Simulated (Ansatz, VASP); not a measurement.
Two plane-wave programs on Al

```
CELL_PARAMETERS angstrom
4.58387 0.00000 0.00000
-2.29193 3.96975 0.00000
0.00000 0.00000 2.83614
ATOMIC_POSITIONS crystal
Al 0.00000 0.00000 0.00000
Al 0.33333 0.66667 0.50000
Al 0.66667 0.33333 0.50000
```

Alike in both runs: task single point; functional PBE; k mesh 9 × 9 × 12; occupations fermi-dirac, width 0.1 eV; no spin polarisation.

|  | VASP | Ansatz |
| --- | --- | --- |
| version | VASP 6.6.1 | Ansatz 0.2.0 |
| potentials or method | VASP PAW PBE potentials, release 64 (Al), cutoff 500 eV | plane waves (420 eV) with PAW, scalar-relativistic |
| valence electrons in the cell | 9 | 9 |

|  | VASP | Ansatz | Ansatz less VASP |
| --- | --- | --- | --- |
| pressure (GPa) | 0.1 | 0.1 | +0.02 |
| traceless stress, the component that is largest in VASP (GPa) | -1.30 | -1.30 | -0.005 |

The functional is the same, so the differences come from potentials, cutoffs and numerics.
